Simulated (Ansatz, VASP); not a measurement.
One calculation of Ga4SbAs3, two programs

```xyz
8
Lattice="5.8639 0.1173 -0.0276 0.1173 5.7619 0.0592 -0.0276 0.0592 5.8269" Properties=species:S:1:pos:R:3 pbc="T T T"
Ga    1.5477    4.3379    4.4739
Ga    1.5325    1.5230    1.1098
Ga    4.3994    4.5616    1.5755
Ga    4.5376    1.4735    4.2067
Sb    2.9271    3.0361    2.9914
As   -0.0028    2.7990    0.0965
As   -0.1820    0.0590    2.8477
As    3.1011    0.0252    0.2739
```

Change from the starting cell: cell x1, atoms moved at random (sigma 0.15 Å) and cell strained at random (1.5 %), then relaxed without symmetry.

Alike in both runs: task relaxation of cell and atoms; functional PBE; k mesh 4 × 4 × 4; occupations gaussian, width 0.2 eV; no spin polarisation.

|  | VASP | Ansatz |
| --- | --- | --- |
| version | VASP 6.6.1 | Ansatz 0.2.0 |
| potentials or method | VASP PAW PBE potentials, release 64 (Ga_d, Sb, As), cutoff 600 eV | scalar-relativistic, plane waves, PAW |
| valence electrons in the cell | 72 | 112 |

```csv
,VASP,Ansatz,Ansatz less VASP
"gap on the k mesh at the Fermi level, each at its own relaxed structure (eV)",none,none,-
relaxed volume (Å³/atom),25.33,25.27,-0.062
relaxed length of the cell vector where the two differ most in proportion (Å),5.876,5.870,-0.0061
```

A gap of «none» marks a metal or a gap that the smearing closes. VASP's potentials hold 72 valence electrons a cell and Ansatz's 112, so a difference there can come from the potentials and not from the codes.

Spin-orbit coupling is off throughout.
